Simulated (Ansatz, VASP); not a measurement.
Zn: VASP beside Ansatz

```xyz
1
Lattice="0.0000 1.9152 1.9152 1.9152 0.0000 1.9152 1.9152 1.9152 0.0000" Properties=species:S:1:pos:R:3 pbc="T T T"
Zn    0.0000    0.0000    0.0000
```

Alike in both runs: task single point; functional PBE; k mesh 18 × 18 × 18; occupations gaussian, width 0.1 eV; no spin polarisation.

```csv
,VASP,Ansatz
version,VASP 6.6.1,Ansatz 0.2.0
potentials or method,"VASP PAW PBE potentials, release 64 (Zn), cutoff 520 eV","scalar-relativistic, plane waves, PAW"
valence electrons in the cell,12,12
```

```csv
,VASP,Ansatz,Ansatz less VASP
gap on the k mesh at the Fermi level (eV),none,none,-
pressure (GPa),6.6,6.3,-0.35
```

A gap of «none» marks a metal or a gap that the smearing closes.
